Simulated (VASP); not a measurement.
Here is a VASP 6.6.1 calculation.

The input POSCAR:

```
NaHgF3
1.0
    4.4533746681      0.0000000000      0.0000000000
    0.0000000000      4.4533746681      0.0000000000
    0.0000000000      0.0000000000      4.4533746681
Na Hg F
1 1 3
Direct
    0.0000000000      0.0000000000      0.0000000000
    0.5000000000      0.5000000000      0.5000000000
    0.5000000000      0.5000000000      0.0000000000
    0.5000000000      0.0000000000      0.5000000000
    0.0000000000      0.5000000000      0.5000000000
```

File INCAR.step1:

```
PREC = Accurate
ENCUT = 1250
ISMEAR = 0
SIGMA = 0.01
LREAL = F
LASPH = T
NELM = 120
NBANDS = 33
GGA = PE
ALGO = Normal
EDIFF = 1E-5
LWAVE = T
LCHARG = F
GGA_COMPAT = F
```

The input INCAR.step2:

```
PREC = Accurate
ENCUT = 1250
EDIFF = 1E-6
ISMEAR = 0
SIGMA = 0.01
LREAL = F
LASPH = T
NELM = 120
ALGO = Normal
ISIF = 2
LWAVE = F
LCHARG = F
METAGGA = R2SCAN
LMIXTAU = T
NBANDS = 33
ISTART = 1
GGA_COMPAT = F
```

The input KPOINTS:

```
Automatic mesh
0
Gamma
  6 6 6
```

Potentials or basis: VASP PAW PBE potentials, release 64 (Na_sv, Hg_sv_GW, F).

Command:

```bash
$ cat potpaw_PBE.64/Na_sv/POTCAR potpaw_PBE.64/Hg_sv_GW/POTCAR potpaw_PBE.64/F/POTCAR > POTCAR
$ cp INCAR.step1 INCAR
$ mpirun -np 1 vasp_std > vasp.out
$ cp INCAR.step2 INCAR
$ mpirun -np 1 vasp_std > vasp.out
```

Problem. Estimate the band gap on the k mesh.

Solution. 0.81 eV (least direct gap 3.98 eV).

Problem. Estimate the pressure.

Solution. 1.9 GPa.

Caveat: the PAW data sets were made with another functional, which shifts forces and pressure a little; spin-orbit coupling is left out, which moves the levels of the heavy elements. A k mesh can miss the band edges.
